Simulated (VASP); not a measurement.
# AlN (P6_3mc) in VASP: further runs, part 2 of 2

VASP 6.6.1. Earlier steps stand in the parts before.

### 4 Single point, LDA (strain -0.030 along x and y, +0.015 along z)

INCAR reads:

```
SYSTEM = AlN
PREC = Accurate
ENCUT = 520
EDIFF = 1E-6
ISMEAR = 0
SIGMA = 0.05
LREAL = .FALSE.
LASPH = .TRUE.
NELM = 80
ALGO = Normal
ISIF = 2
LWAVE = .FALSE.
LCHARG = .FALSE.
NBANDS = 16
```

KPOINTS reads:

```
Automatic mesh
0
G
  9 9 6
  0 0 0
```

POSCAR reads:

```
AlN
1.0
    3.0176720870      0.0000000000      0.0000000000
   -1.5088360435      2.6133806877      0.0000000000
    0.0000000000      0.0000000000      5.0526700000
Al N
2 2
Direct
    0.3333333333      0.6666666667      0.0000000000
    0.6666666667      0.3333333333      0.5000000000
    0.3333333333      0.6666666667      0.3850000000
    0.6666666667      0.3333333333      0.8850000000
```

Potentials or basis: VASP PAW LDA potentials, release 64 (Al, N).

Run with:

```sh
$ cat potpaw_LDA.64/Al/POTCAR potpaw_LDA.64/N/POTCAR > POTCAR
$ mpirun -np 1 vasp_std > vasp.out
```

OUTCAR:

```text
SYSTEM = AlN
   PREC = Accurate
   ENCUT = 520
   EDIFF = 1E-6
   ISMEAR = 0
   LREAL = .FALSE.
   LASPH = .TRUE.
   NELM = 80
   ISIF = 2

 ion  position               nearest neighbor table
   1  0.333  0.667  0.000-   4 1.84   4 1.84   4 1.84   3 1.95   2 3.07   2 3.07   2 3.07   2 3.07
                             2 3.07   2 3.07
   2  0.667  0.333  0.500-   3 1.84   3 1.84   3 1.84   4 1.95   1 3.07   1 3.07   1 3.07   1 3.07
                             1 3.07   1 3.07
   3  0.333  0.667  0.385-   2 1.84   2 1.84   2 1.84   1 1.95
   4  0.667  0.333  0.885-   1 1.84   1 1.84   1 1.84   2 1.95

[... 661 lines left out ...]
  -------------------------------------------------------------------------------------
  Total        3.7270464      3.7270464     -1.8253676      0.0000000      0.0000000      0.0000000
  in kB      149.8579270    149.8579270    -73.3947950      0.0000000      0.0000000      0.0000000
  external PRESSURE =      75.4403530 kB  Pullay stress =       0.0000000 kB

 VOLUME and BASIS-vectors are now :
 -----------------------------------------------------------------------------
  energy-cutoff  :      520.00
  volume of cell :       39.85
      direct lattice vectors                 reciprocal lattice vectors
     3.017672087  0.000000000  0.000000000     0.331381267  0.191323064  0.000000000
    -1.508836043  2.613380688  0.000000000     0.000000000  0.382646128  0.000000000
     0.000000000  0.000000000  5.052670000     0.000000000  0.000000000  0.197915162

 POSITION                                       TOTAL-FORCE (eV/Angst)
 -----------------------------------------------------------------------------------
     -0.00000      1.74225      0.00000         0.000000      0.000000      0.708925
      1.50884      0.87113      2.52633        -0.000000      0.000000      0.708925
     -0.00000      1.74225      1.94528         0.000000     -0.000000     -0.708925
      1.50884      0.87113      4.47161        -0.000000      0.000000     -0.708925
 -----------------------------------------------------------------------------------
    total drift:                               -0.000000     -0.000000      0.000357

  FREE ENERGIE OF THE ION-ELECTRON SYSTEM (eV)
  ---------------------------------------------------
  free  energy   TOTEN  =       -32.7218005310 eV

  energy  without entropy=      -32.7218005310  energy(sigma->0) =      -32.72180053
```

stdout:

```text
POSCAR found type information on POSCAR AlN
 POSCAR found :  2 types and       4 ions
 scaLAPACK will be used
 LDA part: xc-table for (Slater(with rela. corr.)+CA(PZ))
 , standard interpolation
 POSCAR, INCAR and KPOINTS ok, starting setup
 FFT: planning ... GRIDC
 FFT: planning ... GRID_SOFT
 FFT: planning ... GRID
 WAVECAR not read
 entering main loop
```

Run time: 40 s. Hardware: 1 thread of AMD EPYC 7R13, shared host; peak memory 0.12 GiB.

What came out:

| Property | Result |
| --- | --- |
| Free energy | -32.7218 eV |
| Pressure | 7.5 GPa |
| Largest force | 0.709 eV/Å |
| Band gap on the k mesh | 4.69 eV, direct |

Forces in eV/Å, atoms in the order of the input:
```
Al   0.000  0.000  0.709
Al   0.000  0.000  0.709
N    0.000  0.000 -0.709
N    0.000  0.000 -0.709
```

Caveat: the cell differs from its parent crystal (strain -0.030 along x and y, +0.015 along z). A k mesh can miss the band edges.

### 5 Single point, LDA (strain -0.015 along x and y, -0.015 along z)

INCAR reads:

```
PREC = Accurate
ENCUT = 520
EDIFF = 1E-7
ISMEAR = 0
SIGMA = 0.05
LREAL = False
LASPH = True
NELM = 80
ALGO = Normal
ISIF = 2
LWAVE = False
LCHARG = False
GGA = CA
NBANDS = 16
```

KPOINTS reads:

```
Automatic mesh
0
Gamma
  9 9 6
```

POSCAR reads:

```
AlN
1.0
    3.0643371193      0.0000000000      0.0000000000
   -1.5321685597      2.6537937911      0.0000000000
    0.0000000000      0.0000000000      4.9033300000
Al N
2 2
Direct
    0.3333333333      0.6666666667      0.0000000000
    0.6666666667      0.3333333333      0.5000000000
    0.3333333333      0.6666666667      0.3850000000
    0.6666666667      0.3333333333      0.8850000000
```

Potentials or basis: VASP PAW LDA potentials, release 64 (Al, N).

Run with:

```sh
$ cat potpaw_LDA.64/Al/POTCAR potpaw_LDA.64/N/POTCAR > POTCAR
$ mpirun -np 1 vasp_std > vasp.out
```

OUTCAR:

```text
PREC = Accurate
   ENCUT = 520
   EDIFF = 1E-7
   ISMEAR = 0
   LREAL = False
   LASPH = True
   NELM = 80
   ISIF = 2
   GGA = CA

 ion  position               nearest neighbor table
   1  0.333  0.667  0.000-   4 1.86   4 1.86   4 1.86   3 1.89   2 3.02   2 3.02   2 3.02   2 3.02
                             2 3.02   2 3.02
   2  0.667  0.333  0.500-   3 1.86   3 1.86   3 1.86   4 1.89   1 3.02   1 3.02   1 3.02   1 3.02
                             1 3.02   1 3.02
   3  0.333  0.667  0.385-   2 1.86   2 1.86   2 1.86   1 1.89
   4  0.667  0.333  0.885-   1 1.86   1 1.86   1 1.86   2 1.89

  LATTYP: Found a hexagonal cell.
 ALAT       =     3.0643371193
 C/A-ratio  =     1.6001274694

  Lattice vectors:

 A1 = (   3.0643371193,   0.0000000000,   0.0000000000)
 A2 = (  -1.5321685597,   2.6537937911,   0.0000000000)
 A3 = (   0.0000000000,   0.0000000000,   4.9033300000)

Analysis of symmetry for initial positions (statically):
=====================================================================
 Subroutine PRICEL returns:
 Original cell was already a primitive cell.

 Routine SETGRP: Setting up the symmetry group for a
 hexagonal supercell.

 Subroutine GETGRP returns: Found 12 space group operations
 (whereof  6 operations were pure point group operations)
 out of a pool of 24 trial point group operations.

The static configuration has the point symmetry C_3v.
 The point group associated with its full space group is C_6v.

Analysis of symmetry for dynamics (positions and initial velocities):
=====================================================================
 Subroutine PRICEL returns:
 Original cell was already a primitive cell.

 Routine SETGRP: Setting up the symmetry group for a
 hexagonal supercell.

 Subroutine GETGRP returns: Found 12 space group operations
 (whereof  6 operations were pure point group operations)
 out of a pool of 24 trial point group operations.

The dynamic configuration has the point symmetry C_3v.
 The point group associated with its full space group is C_6v.

 Subroutine INISYM returns: Found 12 space group operations
 (whereof  6 operations are pure point group operations),
 and found     1 'primitive' translations

----------------------------------------------------------------------------------------

                                     Primitive cell

  volume of cell :      39.8745

  direct lattice vectors                    reciprocal lattice vectors
     3.064337119  0.000000000  0.000000000     0.326334852  0.188409515  0.000000000
    -1.532168560  2.653793791  0.000000000     0.000000000  0.376819029  0.000000000
     0.000000000  0.000000000  4.903330000     0.000000000  0.000000000  0.203943035

  length of vectors
     3.064337119  3.064337119  4.903330000     0.376819029  0.376819029  0.203943035

  position of ions in fractional coordinates (direct lattice)
     0.333333333  0.666666667  0.000000000
     0.666666667  0.333333333  0.500000000
     0.333333333  0.666666667  0.385000000
     0.666666667  0.333333333  0.885000000

  ion indices of the primitive-cell ions
   primitive index   ion index
                 1           1
                 2           2
                 3           3
                 4           4

----------------------------------------------------------------------------------------

 KPOINTS: Automatic mesh

Automatic generation of k-mesh.
 Grid dimensions read from file:
 generate k-points for:    9    9    6

 Generating k-lattice:

  Cartesian coordinates                     Fractional coordinates (reciprocal lattice)
     0.036259428  0.020934391  0.000000000     0.111111111  0.000000000  0.000000000
     0.000000000  0.041868781  0.000000000     0.000000000  0.111111111  0.000000000
     0.000000000  0.000000000  0.033990506     0.000000000  0.000000000  0.166666667

  Length of vectors
     0.041868781  0.041868781  0.033990506

  Shift w.r.t. Gamma in fractional coordinates (k-lattice)
     0.000000000  0.000000000  0.000000000

 Subroutine IBZKPT returns following result:
 ===========================================

 Found     48 irreducible k-points:

 Following reciprocal coordinates:
            Coordinates               Weight
  0.000000  0.000000  0.000000      1.000000
  0.111111  0.000000  0.000000      6.000000
  0.222222  0.000000  0.000000      6.000000
  0.333333 -0.000000  0.000000      6.000000
  0.444444  0.000000  0.000000      6.000000
  0.111111  0.111111  0.000000      6.000000
[... 16 lines left out ...]
  0.333333  0.222222  0.166667     24.000000
  0.333333  0.333333  0.166667      4.000000
 [... further k-points ...]
   k-points           NKPTS =     48   k-points in BZ     NKDIM =     48   number of bands    NBANDS=     16
   number of dos      NEDOS =    301   number of ions     NIONS =      4
   total plane-waves  NPLWV =  20736
   dimension x,y,z NGX =    24 NGY =   24 NGZ =   36
   dimension x,y,z NGXF=    48 NGYF=   48 NGZF=   72
   ions per type =               2   2
   NGX,Y,Z   is equivalent  to a cutoff of  13.02, 13.02, 12.21 a.u.
   NGXF,Y,Z  is equivalent  to a cutoff of  26.04, 26.04, 24.41 a.u.
 SYSTEM =  unknown system
   PREC   = accura    normal or accurate (medium, high low for compatibility)
   ISTART =      0    job   : 0-new  1-cont  2-samecut
   ICHARG =      2    charge: 1-file 2-atom 10-const
   ISPIN  =      1    spin polarized calculation?
   LNONCOLLINEAR =      F non collinear calculations
   LSORBIT =      F    spin-orbit coupling
   LASPH  =      T    aspherical Exc in radial PAW
   ENCUT  =  520.0 eV  38.22 Ry    6.18 a.u.   5.70  5.70  9.12*2*pi/ulx,y,z
   NELM   =     80;   NELMIN=  2; NELMDL= -5     # of ELM steps
   EDIFF  = 0.1E-06   stopping-criterion for ELM
   LREAL  =      F    real-space projection
   EDIFFG = 0.1E-05   stopping-criterion for IOM
   NSW    =      0    number of steps for IOM
   IBRION =     -1    ionic relax: 0-MD 1-quasi-New 2-CG
   NFREE  =      0    steps in history (QN), initial steepest desc. (CG)
   ISIF   =      2    stress and relaxation
   ISYM   =      2    0-nonsym 1-usesym 2-fastsym
   POTIM  = 0.5000    time-step for ionic-motion
   TEBEG  =    0.0;   TEEND  =   0.0 temperature during run
   PSTRESS=    0.0 pullay stress
   NELECT =      16.0000    total number of electrons
   NUPDOWN=      -1.0000    fix difference up-down
   EMIN   =  10.00;   EMAX   =-10.00  energy-range for DOS
   EFERMI =   0.00;   METHOD = LEGACY
   ISMEAR =     0;   SIGMA  =   0.05  broadening in eV -4-tet -1-fermi 0-gaus
   EFERMI_NEDOS =   21; number of points for ismear=-14 and -15
   IALGO  =     38    algorithm
   IMIX   =      4    mixing-type and parameters
     AMIX     =   0.40;   BMIX     =  1.00
     AMIX_MAG =   1.60;   BMIX_MAG =  1.00
  volume/ion in A,a.u.               =       9.97        67.27
  Fermi-wavevector in a.u.,A,eV,Ry     =   1.207489  2.281823 19.837701  1.458030
  Thomas-Fermi vector in A             =   2.343125
   LORBIT       =      0    0 simple, 1 ext, 2 COOP (PROOUT), +10 PAW based schemes
   GGA     = CA    functional components
   LHFCALC =     F    Hartree Fock is set to
   AEXX    =    0.0000 exact exchange contribution
   IVDW    =     0    specifies the selected vdW correction
   LEPSILON=     F    determine dielectric tensor
   LRPA    =     F    only Hartree local field effects (RPA)
 non-spin polarized calculation
 Gauss-broadening in eV      SIGMA  =   0.05
  energy-cutoff  :      520.00
  volume of cell :       39.87
 maximum number of plane-waves:      1092
 NGX is ok and might be reduce to    24
   NGX = 11   NGY = 11   NGZ = 19

 number of electron      15.9999998 magnetization

 Free energy of the ion-electron system (eV)
  ---------------------------------------------------
  ext. energy  EPLUGINS =         0.00000000
  ---------------------------------------------------
  free energy    TOTEN  =       -32.81803285 eV

  energy without entropy =      -32.81803285  energy(sigma->0) =      -32.81803285

 E-fermi :   6.6903     XC(G=0): -11.4487

 val. band max:        6.4017609425   @ k =   0.0000   0.0000   0.0000
 cond. band min:      10.9957735113   @ k =   0.0000   0.0000   0.0000
 fundamental gap:      4.5940125688
 Fermi energy:         6.6903313040

 k-point     1 :       0.0000    0.0000    0.0000
  band No.  band energies     occupation
      1      -8.9702      2.00000
      2      -6.5995      2.00000
      3       0.1020      2.00000
      4       5.4298      2.00000
      5       5.4298      2.00000
      6       6.0975      2.00000
[... 433 lines left out ...]
      3       1.3730      2.00000
      4       2.0407      2.00000
      5       2.0407      2.00000
      6       3.4872      2.00000
[... 8 lines left out ...]
     15      19.4897      0.00000
     16      21.8533      0.00000

 [... further k-points ...]
[... 5 lines left out ...]
  --------------------------------------------------------------------------------------
  -------------------------------------------------------------------------------------
  Total        1.7278335      1.7278335      1.0242268     -0.0000000     -0.0000000      0.0000000
  in kB       69.4252773     69.4252773     41.1539839     -0.0000000     -0.0000000      0.0000000
  external PRESSURE =      60.0015128 kB  Pullay stress =       0.0000000 kB

 VOLUME and BASIS-vectors are now :
 -----------------------------------------------------------------------------
  energy-cutoff  :      520.00
  volume of cell :       39.87
      direct lattice vectors                 reciprocal lattice vectors
     3.064337119  0.000000000  0.000000000     0.326334852  0.188409515  0.000000000
    -1.532168560  2.653793791  0.000000000     0.000000000  0.376819029  0.000000000
     0.000000000  0.000000000  4.903330000     0.000000000  0.000000000  0.203943035

 POSITION                                       TOTAL-FORCE (eV/Angst)
 -----------------------------------------------------------------------------------
     -0.00000      1.76920      0.00000         0.000000     -0.000000      0.189097
      1.53217      0.88460      2.45167        -0.000000      0.000000      0.189097
     -0.00000      1.76920      1.88778         0.000000     -0.000000     -0.189097
      1.53217      0.88460      4.33945        -0.000000      0.000000     -0.189097
 -----------------------------------------------------------------------------------
    total drift:                               -0.000000     -0.000000      0.000306

  FREE ENERGIE OF THE ION-ELECTRON SYSTEM (eV)
  ---------------------------------------------------
  free  energy   TOTEN  =       -32.8180328513 eV

  energy  without entropy=      -32.8180328513  energy(sigma->0) =      -32.81803285
```

It took 41 s on 1 thread of AMD EPYC 7R13, shared host; peak memory 0.12 GiB.

Results:

- Free energy: -32.8180 eV
- Pressure: 6.0 GPa
- Largest force: 0.189 eV/Å
- Band gap on the k mesh: 4.59 eV, direct

Forces on the atoms (eV/Å):
```
Al   0.000  0.000  0.189
Al   0.000  0.000  0.189
N    0.000  0.000 -0.189
N    0.000  0.000 -0.189
```

Stress tensor (GPa, compression positive):
```
6.94 0.00 0.00
0.00 6.94 0.00
0.00 0.00 4.12
```

Caveat: the cell differs from its parent crystal (strain -0.015 along x and y, -0.015 along z). A k mesh can miss the band edges.

### 6 Summary

| cell | gap on the mesh (eV) | pressure (GPa) | largest force (eV/Å) |
| --- | --- | --- | --- |
| a = 3.018, b = 3.018, c = 4.903 Å, angles 90.0, 90.0, 120.0°, 4 atoms | 4.90 | 14.0 | 0.42 |
| a = 3.064, b = 3.064, c = 4.829 Å, angles 90.0, 90.0, 120.0°, 4 atoms | 4.69 | 9.5 | 0.05 |
| a = 3.018, b = 3.018, c = 5.053 Å, angles 90.0, 90.0, 120.0°, 4 atoms | 4.69 | 7.5 | 0.71 |
| a = 3.064, b = 3.064, c = 4.903 Å, angles 90.0, 90.0, 120.0°, 4 atoms | 4.59 | 6.0 | 0.19 |

Alike in all rows: task single point; level LDA; potentials or basis VASP PAW LDA potentials, release 64 (Al, N); no spin polarisation; k mesh 9 × 9 × 6; cutoff (eV) 520; smearing gaussian 0.05 eV.

Total energies depend on the potentials used, so only differences within one code and one set of settings carry meaning.
